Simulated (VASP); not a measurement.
Here is a VASP 6.6.1 calculation.

File INCAR:

```
SYSTEM = CdGeAs2
  PREC = Accurate
  ENCUT = 520
  EDIFF = 1E-6
  ISMEAR = -1
  SIGMA = 0.02
  LREAL = .FALSE.
  LASPH = .TRUE.
  NELM = 100
  ALGO = Normal
  ISIF = 2
  LWAVE = .FALSE.
  LCHARG = .FALSE.
  NBANDS = 46
```

KPOINTS

```
regular mesh
0
G
  6 6 6
  0 0 0
```

File POSCAR:

```
CdGeAs2
1.0
   -2.9369628119      2.9369628119      5.6152499120
    2.9369628119     -2.9369628119      5.6152499120
    2.9369628119      2.9369628119     -5.6152499120
Cd Ge As
2 2 4
Direct
    0.2500000000      0.7500000000      0.5000000000
    0.5000000000      0.5000000000      0.0000000000
    0.0000000000      0.0000000000      0.0000000000
    0.7500000000      0.2500000000      0.5000000000
    0.8750000000      0.3510022328      0.9760022328
    0.6489977672      0.6250000000      0.5239977672
    0.3750000000      0.8989977672      0.0239977672
    0.1010022328      0.1250000000      0.4760022328
```

Potentials or basis: VASP PAW LDA potentials, release 64 (Cd, Ge_d, As).

The run is started by

```console
$ cat potpaw_LDA.64/Cd/POTCAR potpaw_LDA.64/Ge_d/POTCAR potpaw_LDA.64/As/POTCAR > POTCAR
$ mpirun -np 1 vasp_std > vasp.out
```

(1) What does it give for the band gap on the k mesh?

(2) Predict the pressure.

(3) Estimate the largest force.

## Answers

(1) 0.20 eV.

(2) 0.3 GPa.

(3) 0.015 eV/Å.

Caveat: semilocal functionals underestimate gaps, and a narrow one can read as zero.
